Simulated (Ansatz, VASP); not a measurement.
**BN: VASP beside Ansatz**

INCAR

```
SYSTEM = BN
PREC = Accurate
ENCUT = 520
EDIFF = 1E-6
ISMEAR = 0
SIGMA = 0.05
LREAL = .False.
LASPH = .True.
NELM = 60
ALGO = Normal
ISIF = 2
LWAVE = .False.
LCHARG = .False.
GGA = PS
NBANDS = 11
```

File KPOINTS:

```
regular mesh
0
Gamma
  12 12 12
  0 0 0
```

File POSCAR:

```
BN
1.0
    0.0000000000      3.4953158300      2.1660912400
    1.2516321000      0.0000000000      2.1660912400
    1.2516321000      3.4953158300      0.0000000000
B N
1 1
Direct
    0.0363133028     -0.0362160028      0.9232264460
    0.6666513400      0.6666513400      0.3333486600
```

Input for Ansatz:

```yaml
crystal:
  lattice:
    - [0.0, 3.49531583, 2.16609124]
    - [1.2516321, 0.0, 2.16609124]
    - [1.2516321, 3.49531583, 0.0]
  atoms:
    - { symbol: B, position: [0.0363133028, -0.0362160028, 0.923226446] }
    - { symbol: "N", position: [0.66665134, 0.66665134, 0.33334866] }
basis:
  ecutwfc: 420
kpoints:
  mp_grid: { grid: [12, 12, 12] }
hamiltonian:
  xc: pbesol
scf:
  occupations: { method: gaussian, width: 0.05 }
output:
  forces: true
  stress: true
  eigenvalues: true
```

Alike in both runs: task single point; functional PBEsol; k mesh 12 × 12 × 12; occupations gaussian, width 0.05 eV; no spin polarisation.

```csv
,VASP,Ansatz
version,VASP 6.6.1,Ansatz 0.2.0
potentials or method,"VASP PAW PBE potentials, release 64 (B, N), cutoff 520 eV","scalar-relativistic, plane waves, PAW"
valence electrons in the cell,8,8
```

|  | VASP | Ansatz | Ansatz less VASP |
| --- | --- | --- | --- |
| gap on the k mesh at the Fermi level (eV) | 3.27 | 3.28 | +0.009 |
| least direct gap on the mesh (eV) | 4.05 | 4.05 | +0.003 |
| pressure (GPa) | 6.5 | 6.3 | -0.21 |
| traceless stress, the component that is largest in VASP (GPa) | -16.07 | -15.92 | +0.146 |
| rms of the force components (eV/Å) | 3.527 | 3.526 | -0.0010 |

VASP's potentials were made for PBE, not for PBEsol. Atom by atom the forces differ by 0.003 eV/Å (rms over components).
